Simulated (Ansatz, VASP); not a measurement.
# HfH2 in VASP and in Ansatz

The input INCAR:

```
SYSTEM = HfH2
  PREC = Accurate
  ENCUT = 520
  EDIFF = 1E-6
  ISMEAR = 0
  SIGMA = 0.15
  LREAL = .False.
  LASPH = .True.
  NELM = 60
  ALGO = Normal
  ISIF = 2
  LWAVE = .False.
  LCHARG = .True.
  GGA = PS
  LELF = .True.
  LVHAR = .True.
  NBANDS = 13
```

Contents of KPOINTS:

```
regular mesh
0
Gamma
  20 20 20
  0 0 0
```

POSCAR

```
HfH2
1.0
   -1.8781200000      1.8781200000      2.0932800000
    1.8781200000     -1.8781200000      2.0932800000
    1.8781200000      1.8781200000     -2.0932800000
Hf H
1 2
Direct
    0.0000000000      0.0000000000      0.0000000000
    0.7500000000      0.2500000000      0.5000000000
    0.2500000000      0.7500000000      0.5000000000
```

Input for Ansatz:

```yaml
crystal:
  lattice:
    - [-1.87812, 1.87812, 2.09328]
    - [1.87812, -1.87812, 2.09328]
    - [1.87812, 1.87812, -2.09328]
  atoms:
    - { symbol: Hf, position: [0.0, 0.0, 0.0] }
    - { symbol: H, position: [0.75, 0.25, 0.5] }
    - { symbol: H, position: [0.25, 0.75, 0.5] }
basis:
  ecutwfc: 420
kpoints:
  mp_grid: { grid: [20, 20, 20] }
hamiltonian:
  xc: pbesol
scf:
  occupations: { method: gaussian, width: 0.15 }
output:
  forces: true
  stress: true
  eigenvalues: true
  write_density: true
  write_potential: true
  elf: true
  volumetric_format: npy
```

Change from the starting cell: strain +0.080 along x and y, -0.040 along z, atoms carried along.

Alike in both runs: task single point; functional PBEsol; k mesh 20 × 20 × 20; occupations gaussian, width 0.15 eV; no spin polarisation.

|  | VASP | Ansatz |
| --- | --- | --- |
| version | VASP 6.6.1 | Ansatz 0.2.0 |
| potentials or method | VASP PAW PBE potentials, release 64 (Hf_pv, H), cutoff 520 eV | scalar-relativistic, plane waves, PAW |
| valence electrons in the cell | 12 | 28 |

|  | VASP | Ansatz | Ansatz less VASP |
| --- | --- | --- | --- |
| gap on the k mesh at the Fermi level (eV) | none | none | - |
| pressure (GPa) | -18.9 | -18.2 | +0.63 |
| traceless stress, the component that is largest in VASP (GPa) | 6.65 | 6.59 | -0.066 |

VASP's potentials were made for PBE, not for PBEsol. A gap of «none» marks a metal or a gap that the smearing closes. The functional is the same, so the differences come from potentials, cutoffs and numerics. VASP's potentials hold 12 valence electrons a cell and Ansatz's 28, so a difference there can come from the potentials and not from the codes.

Spin-orbit coupling is off throughout.
